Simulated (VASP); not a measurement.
# TaOF (P4/nmm) in VASP: notebook

Runs on TaOF. Level: PBE. Tasks: single point.

Program: VASP 6.6.1. These are calculated values, not measurements. Logs are shortened: lines on timing, memory, paths and dates and some standing lists are left out, and cuts for length are marked.

## 1. The cell of the first run

It takes space group P4/nmm (No. 129, tetragonal). Conventional cell: a = 3.192 Å, b = 3.192 Å, c = 5.875 Å, α = 90.00°, β = 90.00°, γ = 90.00°. Within 2.8 Å of Ta (site symmetry 4mm) lie 5 O at 2.14 to 2.26 Å and 4 F at 2.42 Å. O (site symmetry 4mm) has 5 Ta at 2.14 to 2.26 Å and 4 F at 2.50 Å within 2.8 Å. Within 3.0 Å of F (site symmetry -4m2) lie 4 F at 2.26 Å and 4 Ta at 2.42 Å and 4 O at 2.50 Å.

The cell was generated, and may not be a known phase.

## 2. Single point, PBE

The input, INCAR:

```
SYSTEM = TaOF
PREC = Accurate
ENCUT = 520
EDIFF = 1E-6
ISMEAR = 0
SIGMA = 0.1
LREAL = .False.
LASPH = .True.
NELM = 60
ALGO = Normal
ISIF = 2
LWAVE = .False.
LCHARG = .True.
GGA = PE
LELF = .True.
LVHAR = .True.
NBANDS = 33
```

The input, KPOINTS:

```
Automatic mesh
0
Gamma
  12 12 6
  0 0 0
```

The input, POSCAR:

```
TaOF
1.0
    3.1924361161      0.0000000000      0.0000000000
    0.0000000000      3.1924361161      0.0000000000
    0.0000000000      0.0000000000      5.8753844372
Ta O F
2 2 2
Direct
    0.0000000000      0.5000000000      0.3084710749
    0.5000000000      0.0000000000      0.6915289251
    0.0000000000      0.5000000000      0.6729656394
    0.5000000000      0.0000000000      0.3270343606
    0.0000000000      0.0000000000      0.0000000000
    0.5000000000      0.5000000000      0.0000000000
```

Potentials or basis: VASP PAW PBE potentials, release 64 (Ta_pv, O, F).

Command:

```
$ cat potpaw_PBE.64/Ta_pv/POTCAR potpaw_PBE.64/O/POTCAR potpaw_PBE.64/F/POTCAR > POTCAR
$ mpirun -np 1 vasp_std > vasp.out
```

OUTCAR:

```text
SYSTEM = TaOF
   PREC = Accurate
   ENCUT = 520
   EDIFF = 1E-6
   ISMEAR = 0
   LREAL = .False.
   LASPH = .True.
   NELM = 60
   ISIF = 2
   GGA = PE

 ion  position               nearest neighbor table
   1  0.000  0.500  0.308-   3 2.14   4 2.26   4 2.26   4 2.26   4 2.26   5 2.42   6 2.42   6 2.42
                             5 2.42   2 3.19   2 3.19   2 3.19   2 3.19
   2  0.500  0.000  0.692-   4 2.14   3 2.26   3 2.26   3 2.26   3 2.26   6 2.42   6 2.42   5 2.42
                             5 2.42   1 3.19   1 3.19   1 3.19   1 3.19
   3  0.000  0.500  0.673-   1 2.14   2 2.26   2 2.26   2 2.26   2 2.26
   4  0.500  0.000  0.327-   2 2.14   1 2.26   1 2.26   1 2.26   1 2.26
   5  0.000  0.000  0.000-   1 2.42   2 2.42   1 2.42   2 2.42
   6  0.500  0.500  0.000-   1 2.42   2 2.42   2 2.42   1 2.42

  LATTYP: Found a simple tetragonal cell.
 ALAT       =     3.1924361161
 C/A-ratio  =     1.8404078339

  Lattice vectors:

 A1 = (   3.1924361161,   0.0000000000,   0.0000000000)
 A2 = (   0.0000000000,   3.1924361161,   0.0000000000)
 A3 = (   0.0000000000,   0.0000000000,   5.8753844372)

Analysis of symmetry for initial positions (statically):
=====================================================================
 Subroutine PRICEL returns:
 Original cell was already a primitive cell.

 Routine SETGRP: Setting up the symmetry group for a
 simple tetragonal supercell.

 Subroutine GETGRP returns: Found 16 space group operations
 (whereof  8 operations were pure point group operations)
 out of a pool of 16 trial point group operations.

The static configuration has the point symmetry D_2d.
 The point group associated with its full space group is D_4h.

Analysis of symmetry for dynamics (positions and initial velocities):
=====================================================================
 Subroutine PRICEL returns:
 Original cell was already a primitive cell.

 Routine SETGRP: Setting up the symmetry group for a
 simple tetragonal supercell.

 Subroutine GETGRP returns: Found 16 space group operations
 (whereof  8 operations were pure point group operations)
 out of a pool of 16 trial point group operations.

The dynamic configuration has the point symmetry D_2d.
 The point group associated with its full space group is D_4h.

 Subroutine INISYM returns: Found 16 space group operations
 (whereof  8 operations are pure point group operations),
 and found     1 'primitive' translations

----------------------------------------------------------------------------------------

                                     Primitive cell

  volume of cell :      59.8799

  direct lattice vectors                    reciprocal lattice vectors
     3.192436116  0.000000000  0.000000000     0.313240411  0.000000000  0.000000000
     0.000000000  3.192436116  0.000000000     0.000000000  0.313240411  0.000000000
     0.000000000  0.000000000  5.875384437     0.000000000  0.000000000  0.170201629

  length of vectors
     3.192436116  3.192436116  5.875384437     0.313240411  0.313240411  0.170201629

  position of ions in fractional coordinates (direct lattice)
     0.000000000  0.500000000  0.308471075
     0.500000000  0.000000000  0.691528925
     0.000000000  0.500000000  0.672965639
     0.500000000  0.000000000  0.327034361
     0.000000000  0.000000000  0.000000000
     0.500000000  0.500000000  0.000000000

  ion indices of the primitive-cell ions
   primitive index   ion index
                 1           1
                 2           2
                 3           3
                 4           4
                 5           5
                 6           6

----------------------------------------------------------------------------------------

 KPOINTS: Automatic mesh

Automatic generation of k-mesh.
 Grid dimensions read from file:
 generate k-points for:   12   12    6

 Generating k-lattice:

  Cartesian coordinates                     Fractional coordinates (reciprocal lattice)
     0.026103368  0.000000000  0.000000000     0.083333333  0.000000000  0.000000000
[... 46 lines left out ...]
  Thomas-Fermi vector in A             =   2.629570
   LORBIT       =      0    0 simple, 1 ext, 2 COOP (PROOUT), +10 PAW based schemes
   GGA     = PE    functional components
   LHFCALC =     F    Hartree Fock is set to
   AEXX    =    0.0000 exact exchange contribution
   IVDW    =     0    specifies the selected vdW correction
   LEPSILON=     F    determine dielectric tensor
   LRPA    =     F    only Hartree local field effects (RPA)
 non-spin polarized calculation
 Gauss-broadening in eV      SIGMA  =   0.10
  energy-cutoff  :      520.00
  volume of cell :       59.88
 maximum number of plane-waves:      1648
 NGX is ok and might be reduce to    24
   NGX = 11   NGY = 11   NGZ = 21

 number of electron      47.9999951 magnetization

 Free energy of the ion-electron system (eV)
  ---------------------------------------------------
  ext. energy  EPLUGINS =         0.00000000
  ---------------------------------------------------
  free energy    TOTEN  =       -47.16461802 eV

  energy without entropy =      -47.14752843  energy(sigma->0) =      -47.15607322

 E-fermi :   7.7575     XC(G=0): -12.7439

 val. band max:        7.7572696762   @ k =   0.1667   0.1667   0.5000
 cond. band min:       7.7765766998   @ k =   0.1667   0.0833   0.1667
 fundamental gap:      0.0193070236
 Fermi energy:         7.7575230978

 k-point     1 :       0.0000    0.0000    0.0000
  band No.  band energies     occupation
      1     -29.3116      2.00000
      2     -28.9836      2.00000
      3     -28.9805      2.00000
      4     -28.9805      2.00000
      5     -28.8687      2.00000
      6     -28.8687      2.00000
[... 25 lines left out ...]
     32       9.5639      0.00000
     33       9.7383      0.00000

 k-point     2 :       0.0833    0.0000    0.0000
  band No.  band energies     occupation
      1     -29.3068      2.00000
      2     -29.0333      2.00000
      3     -28.9760      2.00000
      4     -28.9555      2.00000
      5     -28.8918      2.00000
      6     -28.8680      2.00000
[... 25 lines left out ...]
     32       9.5665      0.00000
     33       9.8615      0.00000
[... 754 lines left out ...]
     32      11.3610      0.00000
     33      13.8401      0.00000

 k-point    24 :       0.4167    0.3333    0.0000
  band No.  band energies     occupation
      1     -29.2703      2.00000
      2     -29.2519      2.00000
      3     -29.1337      2.00000
      4     -29.0793      2.00000
      5     -29.0541      2.00000
      6     -29.0028      2.00000
[... 25 lines left out ...]
     32      11.0131      0.00000
     33      14.1053      0.00000

 [... further k-points ...]

------------------------ aborting loop because EDIFF is reached ----------------------------------------

  FORCE on cell =-STRESS in cart. coord.  units (eV):
  Direction    XX          YY          ZZ          XY          YZ          ZX
  --------------------------------------------------------------------------------------
  -------------------------------------------------------------------------------------
  Total        0.1042511      0.1042511      0.0901283      0.0000000      0.0000000      0.0000000
  in kB        2.7893979      2.7893979      2.4115200      0.0000000      0.0000000      0.0000000
  external PRESSURE =       2.6634386 kB  Pullay stress =       0.0000000 kB

 VOLUME and BASIS-vectors are now :
 -----------------------------------------------------------------------------
  energy-cutoff  :      520.00
  volume of cell :       59.88
      direct lattice vectors                 reciprocal lattice vectors
     3.192436116  0.000000000  0.000000000     0.313240411  0.000000000  0.000000000
     0.000000000  3.192436116  0.000000000     0.000000000  0.313240411  0.000000000
     0.000000000  0.000000000  5.875384437     0.000000000  0.000000000  0.170201629

 POSITION                                       TOTAL-FORCE (eV/Angst)
 -----------------------------------------------------------------------------------
      0.00000      1.59622      1.81239         0.000000      0.000000     -0.051147
      1.59622      0.00000      4.06300        -0.000000      0.000000      0.051147
      0.00000      1.59622      3.95393        -0.000000      0.000000      0.000390
      1.59622      0.00000      1.92145         0.000000      0.000000     -0.000390
      0.00000      0.00000      0.00000         0.000000      0.000000     -0.000000
      1.59622      1.59622      0.00000         0.000000     -0.000000     -0.000000
 -----------------------------------------------------------------------------------
    total drift:                                0.000000     -0.000000     -0.000000

  FREE ENERGIE OF THE ION-ELECTRON SYSTEM (eV)
  ---------------------------------------------------
  free  energy   TOTEN  =       -47.1646180195 eV

  energy  without entropy=      -47.1475284261  energy(sigma->0) =      -47.15607322
```

Run time: 3.6 min. Hardware: 1 thread of Intel Xeon Platinum 8488C (Sapphire Rapids), shared host; peak memory 0.31 GiB.

Results:

| Quantity | Value |
| --- | --- |
| Free energy | -47.1646 eV |
| Pressure | 0.3 GPa |
| Largest force | 0.051 eV/Å |
| Band gap on the k mesh | zero (bands 24 and 25 overlap by 1.60 eV) |

Forces on the atoms (eV/Å):
```
Ta   0.000  0.000 -0.051
Ta   0.000  0.000  0.051
O    0.000  0.000  0.000
O    0.000  0.000  0.000
F    0.000  0.000  0.000
F    0.000  0.000  0.000
```

Levels at points of the mesh, in eV from the Fermi level:
```csv
k point,band 20,band 21,band 22,band 23,band 24,band 25,band 26,band 27,band 28,band 29
"(0.00, 0.00, 0.00)",-4.58,-4.33,-4.05,-4.05,-1.18,-0.98,0.17,0.50,0.50,0.97
"(0.50, 0.00, 0.00)",-5.98,-5.53,-5.53,0.47,0.47,0.84,0.84,1.26,1.26,3.21
"(0.50, 0.50, 0.00)",-5.48,-3.53,-3.53,-1.88,-1.88,1.65,1.65,2.53,2.53,2.69
"(0.00, 0.00, 0.50)",-5.65,-3.98,-3.98,-2.83,-2.62,-0.64,-0.32,-0.32,0.20,0.80
"(0.50, 0.00, 0.50)",-5.78,-5.05,-5.05,0.49,0.49,1.02,1.02,1.29,1.29,3.27
"(0.50, 0.50, 0.50)",-5.67,-3.53,-3.53,-0.37,-0.37,1.27,1.27,1.60,1.60,2.58
```

Caveat: spin-orbit coupling is left out, which moves the levels of the heavy elements.

## 3. Single point, PBE, collinear spin

The input, INCAR:

```
SYSTEM = TaOF
  PREC = Accurate
  ENCUT = 520
  EDIFF = 1E-7
  ISMEAR = 0
  SIGMA = 0.1
  LREAL = .FALSE.
  LASPH = .TRUE.
  NELM = 150
  ALGO = Normal
  ISIF = 2
  LWAVE = .FALSE.
  LCHARG = .FALSE.
  ISPIN = 2
  MAGMOM = 1 1 0 0 0 0
  LORBIT = 11
  LMAXMIX = 4
  GGA = PE
  NBANDS = 37
```

The input, KPOINTS:

```
Automatic mesh
0
G
  6 6 4
  0 0 0
```

The input, POSCAR:

```
TaOF
1.0
    3.1961460254      0.0000000000      0.0000000000
    0.0000000000      3.1961460254      0.0000000000
    0.0000000000      0.0000000000      5.8726901266
Ta O F
2 2 2
Direct
    0.0000000000      0.5000000000      0.3085272130
    0.5000000000      0.0000000000      0.6914727870
    0.0000000000      0.5000000000      0.6710514240
    0.5000000000      0.0000000000      0.3289485760
    0.0000000000      0.0000000000      0.0000000000
    0.5000000000      0.5000000000      0.0000000000
```

Potentials or basis: VASP PAW PBE potentials, release 64 (Ta_pv, O, F).

Command:

```
$ cat potpaw_PBE.64/Ta_pv/POTCAR potpaw_PBE.64/O/POTCAR potpaw_PBE.64/F/POTCAR > POTCAR
$ mpirun -np 1 vasp_std > vasp.out
```

It took 2.6 min on 1 thread of Intel Xeon Platinum 8488C (Sapphire Rapids), shared host; peak memory 0.25 GiB.

It converged, with:

```
Free energy                                           : -47.1560 eV
Pressure                                              : 0.3 GPa
Largest force                                         : 0.054 eV/Å
Band gap on the k mesh                                : zero (filled and empty bands overlap)
Net moment                                            : 0.00 μB per cell
Valence electrons inside the program's atomic spheres : Ta 8.57; O 5.03; F 6.12
```

Forces on the atoms (eV/Å):
```
Ta   0.000  0.000 -0.054
Ta   0.000  0.000  0.054
O    0.000  0.000  0.014
O    0.000  0.000 -0.014
F    0.000  0.000  0.000
F    0.000  0.000  0.000
```

Stress tensor (GPa, compression positive):
```
0.24 0.00 0.00
0.00 0.24 0.00
0.00 0.00 0.33
```

Levels at points of the mesh, in eV from the Fermi level:
Spin up:
| k point | band 21 | band 22 | band 23 | band 24 | band 25 | band 26 | band 27 | band 28 |
| --- | --- | --- | --- | --- | --- | --- | --- | --- |
| (0.00, 0.00, 0.00) | -4.31 | -4.08 | -4.08 | -1.16 | -1.01 | 0.18 | 0.53 | 0.53 |
| (0.50, 0.00, 0.00) | -5.58 | -5.58 | 0.46 | 0.46 | 0.84 | 0.84 | 1.25 | 1.25 |
| (0.50, 0.50, 0.00) | -3.57 | -3.57 | -1.82 | -1.82 | 1.64 | 1.64 | 2.52 | 2.52 |
| (0.00, 0.00, 0.50) | -4.02 | -4.02 | -2.82 | -2.58 | -0.67 | -0.29 | -0.29 | 0.21 |
| (0.50, 0.00, 0.50) | -5.10 | -5.10 | 0.50 | 0.50 | 1.01 | 1.01 | 1.28 | 1.28 |
| (0.50, 0.50, 0.50) | -3.57 | -3.57 | -0.31 | -0.31 | 1.26 | 1.26 | 1.60 | 1.60 |
Spin down:
| k point | band 21 | band 22 | band 23 | band 24 | band 25 | band 26 | band 27 | band 28 |
| --- | --- | --- | --- | --- | --- | --- | --- | --- |
| (0.00, 0.00, 0.00) | -4.31 | -4.08 | -4.08 | -1.16 | -1.01 | 0.18 | 0.53 | 0.53 |
| (0.50, 0.00, 0.00) | -5.58 | -5.58 | 0.46 | 0.46 | 0.84 | 0.84 | 1.25 | 1.25 |
| (0.50, 0.50, 0.00) | -3.57 | -3.57 | -1.82 | -1.82 | 1.64 | 1.64 | 2.52 | 2.52 |
| (0.00, 0.00, 0.50) | -4.02 | -4.02 | -2.82 | -2.58 | -0.67 | -0.29 | -0.29 | 0.21 |
| (0.50, 0.00, 0.50) | -5.10 | -5.10 | 0.50 | 0.50 | 1.01 | 1.01 | 1.28 | 1.28 |
| (0.50, 0.50, 0.50) | -3.57 | -3.57 | -0.31 | -0.31 | 1.26 | 1.26 | 1.60 | 1.60 |

Caveat: spin-orbit coupling is left out, which moves the levels of the heavy elements.

## 4. Single point, PBE, collinear spin

This run uses another cell than the first one, of 13.16 Å³/atom.

The input, INCAR:

```
PREC = Accurate ; ENCUT = 520
EDIFF = 1E-6 ; ISMEAR = 0
SIGMA = 0.1 ; LREAL = False
LASPH = True ; NELM = 150
ALGO = Normal ; ISIF = 2
LWAVE = False ; LCHARG = True
ISPIN = 2 ; MAGMOM = 1 1 0 0 0 0
LORBIT = 11 ; LMAXMIX = 4
GGA = PE ; LELF = True
LVHAR = True ; NBANDS = 37
```

The input, KPOINTS:

```
regular mesh
0
Gamma
  6 6 4
```

The input, POSCAR:

```
TaOF
1.0
    3.5404341200      0.0000000000      0.0000000000
    0.0000000000      3.5404341200      0.0000000000
    0.0000000000      0.0000000000      6.3015663200
Ta O F
2 2 2
Direct
    0.0000000000      0.5000000000      0.2160000100
    0.5000000000      0.0000000000      0.7839999900
    0.0000000000      0.5000000000      0.6660000100
    0.5000000000      0.0000000000      0.3339999900
    0.0000000000      0.0000000000      0.0000000000
    0.5000000000      0.5000000000      0.0000000000
```

Command:

```
$ cat potpaw_PBE.64/Ta_pv/POTCAR potpaw_PBE.64/O/POTCAR potpaw_PBE.64/F/POTCAR > POTCAR
$ mpirun -np 1 vasp_std > vasp.out
```

It took 2.6 min on 1 thread of Intel Xeon Platinum 8488C (Sapphire Rapids), shared host; peak memory 0.3 GiB.

It converged, with:

| Item | Value |
| --- | --- |
| Free energy | -42.2023 eV |
| Pressure | -15.0 GPa |
| Largest force | 4.543 eV/Å |
| Net moment | 3.60 μB per cell |
| Site moments | Ta +1.42; O -0.04; F +0.01 μB |
| Valence electrons inside the program's atomic spheres | Ta 8.41; O 4.82; F 6.12 |

Forces in eV/Å, atoms in the order of the input:
```
Ta   0.000  0.000  4.543
Ta   0.000  0.000 -4.543
O    0.000  0.000  0.570
O    0.000  0.000 -0.570
F    0.000  0.000  0.000
F    0.000  0.000  0.000
```

Stress tensor (GPa, compression positive):
```
-21.82   0.00   0.00
  0.00 -21.82   0.00
  0.00   0.00  -1.26
```

Levels at points of the mesh, in eV from the Fermi level:
Spin up:
| k point | band 23 | band 24 | band 25 | band 26 | band 27 | band 28 | band 29 | band 30 |
| --- | --- | --- | --- | --- | --- | --- | --- | --- |
| (0.00, 0.00, 0.00) | -2.10 | -1.15 | -1.05 | -0.76 | -0.64 | -0.14 | -0.10 | 0.75 |
| (0.50, 0.00, 0.00) | -0.70 | -0.70 | -0.34 | -0.34 | 0.60 | 0.60 | 0.81 | 0.81 |
| (0.50, 0.50, 0.00) | -0.39 | -0.39 | 0.20 | 0.20 | 0.48 | 0.48 | 1.18 | 1.18 |
| (0.00, 0.00, 0.50) | -1.92 | -1.37 | -0.60 | -0.37 | -0.15 | -0.04 | 0.77 | 0.77 |
| (0.50, 0.00, 0.50) | -0.24 | -0.24 | -0.16 | -0.16 | 0.43 | 0.43 | 0.54 | 0.54 |
| (0.50, 0.50, 0.50) | -0.30 | -0.30 | 0.16 | 0.16 | 0.45 | 0.45 | 1.17 | 1.17 |
Spin down:
```
           k point  band 18  band 19  band 20  band 21  band 22  band 23  band 24  band 25  band 26  band 27
(0.00, 0.00, 0.00)    -4.10    -4.10    -3.49    -3.49    -3.21    -0.98    -0.17     0.54     0.56     0.80
(0.50, 0.00, 0.00)    -5.19    -4.41    -4.41    -3.64    -3.64     0.58     0.58     1.08     1.08     1.57
(0.50, 0.50, 0.00)    -5.31    -4.25    -4.25    -3.94    -3.94     1.02     1.02     1.12     1.12     1.82
(0.00, 0.00, 0.50)    -4.03    -4.03    -3.89    -3.54    -3.54    -0.78     0.29     0.60     0.61     1.09
(0.50, 0.00, 0.50)    -5.34    -4.37    -4.37    -3.55    -3.55     0.81     0.81     1.22     1.22     1.59
(0.50, 0.50, 0.50)    -5.29    -4.30    -4.30    -3.85    -3.85     1.04     1.04     1.15     1.15     1.85
```

Caveat: the stress differs along the axes, from -22 to -1 GPa; spin-orbit coupling is left out, which moves the levels of the heavy elements; forces of over 1 eV/Å act on the atoms, so gaps and moduli don't describe the material at rest.

## 5. The runs side by side

```csv
spin,cell,k mesh,gap on the mesh (eV),pressure (GPa),moment (μB),largest force (eV/Å)
off,"a = 3.192, b = 3.192, c = 5.875 Å, 6 atoms, atomic positions A",12 × 12 × 6,none,0.3,-,0.05
collinear,"a = 3.196, b = 3.196, c = 5.873 Å, 6 atoms, atomic positions B",6 × 6 × 4,none,0.3,0.00,0.05
collinear,"a = 3.540, b = 3.540, c = 6.302 Å, 6 atoms, atomic positions C",6 × 6 × 4,none,-15.0,3.60,4.54
```

Alike in all rows: task single point; level PBE; potentials or basis VASP PAW PBE potentials, release 64 (Ta_pv, O, F); cutoff (eV) 520; smearing gaussian 0.1 eV.

Caveats: spin-orbit coupling is left out, which moves the levels of the heavy elements; the stress differs along the axes, from -22 to -1 GPa (at least some runs); forces of over 1 eV/Å act on the atoms, so gaps and moduli don't describe the material at rest (at least some runs).

Total energies depend on the potentials used, so only differences within one code and one set of settings carry meaning.

The gap in the log of VASP goes by the Fermi energy; the results here count the filled bands.